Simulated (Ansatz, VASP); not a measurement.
One calculation of TaN, two programs

File INCAR:

```
SYSTEM = TaN
PREC = Accurate
ENCUT = 520
EDIFF = 1E-8
ISMEAR = -1
SIGMA = 0.02
LREAL = .False.
LASPH = .True.
NELM = 120
ALGO = Normal
ISIF = 2
LWAVE = .False.
LCHARG = .False.
GGA = PS
LEFG = .True.
NBANDS = 16
GGA_COMPAT = .False.
```

File KPOINTS:

```
regular mesh
0
Gamma
  12 12 10
  0 0 0
```

File POSCAR:

```
TaN
1.0
    2.9379988584      0.0000000000      0.0000000000
   -1.4689994292      2.5443816477      0.0000000000
    0.0000000000      0.0000000000      2.8830000000
Ta N
1 1
Direct
    0.3333333333      0.6666666667      0.5000000000
    0.0000000000      0.0000000000      0.0000000000
```

Input for Ansatz:

```yaml
crystal:
  lattice:
    - [2.9379988584, 0.0, 0.0]
    - [-1.4689994292, 2.5443816477, 0.0]
    - [0.0, 0.0, 2.883]
  atoms:
    - { symbol: Ta, position: [0.3333333333, 0.6666666667, 0.5] }
    - { symbol: "N", position: [0.0, 0.0, 0.0] }
kpoints:
  mp_grid: { grid: [12, 12, 10] }
  band_path:
    path:
      - [0.0, 0.0, 0.0]
      - [0.5, 0.0, 0.0]
      - [0.3333333333, 0.3333333333, 0.0]
      - [0.0, 0.0, 0.0]
      - [0.0, 0.0, 0.5]
      - [0.5, 0.0, 0.5]
      - [0.3333333333, 0.3333333333, 0.5]
      - [0.0, 0.0, 0.5]
      - [0.5, 0.0, 0.5]
    npoints: 5
scf:
  occupations: { method: fermi_dirac, width: 0.02 }
hamiltonian:
  xc: pbesol
  pseudopotentials: { kind: paw }
output:
  forces: true
  stress: true
  eigenvalues: true
  efg: { contact_densities: true }
```

Alike in both runs: task electric field gradients; functional PBEsol; k mesh 12 × 12 × 10; occupations fermi-dirac, width 0.02 eV; no spin polarisation.

```csv
,VASP,Ansatz
version,VASP 6.6.1,Ansatz 0.2.0
potentials or method,"VASP PAW PBE potentials, release 64 (Ta_sv_GW, N)","PAW with Ansatz's default frozen-core files, scalar-relativistic"
plane-wave cutoff (eV),520,420
valence electrons in the cell,18,18
```

|  | VASP | Ansatz | Ansatz less VASP |
| --- | --- | --- | --- |
| pressure (GPa) | -5.1 | -4.9 | +0.24 |
| traceless stress, the component that is largest in VASP (GPa) | -0.12 | -0.20 | -0.083 |
| size of Vzz on the site where it differs most (V/Å²) | 34.5 | 51.9 | +17.35 |

VASP's potentials were made for PBE, not for PBEsol.

Neither program's run includes spin-orbit coupling.
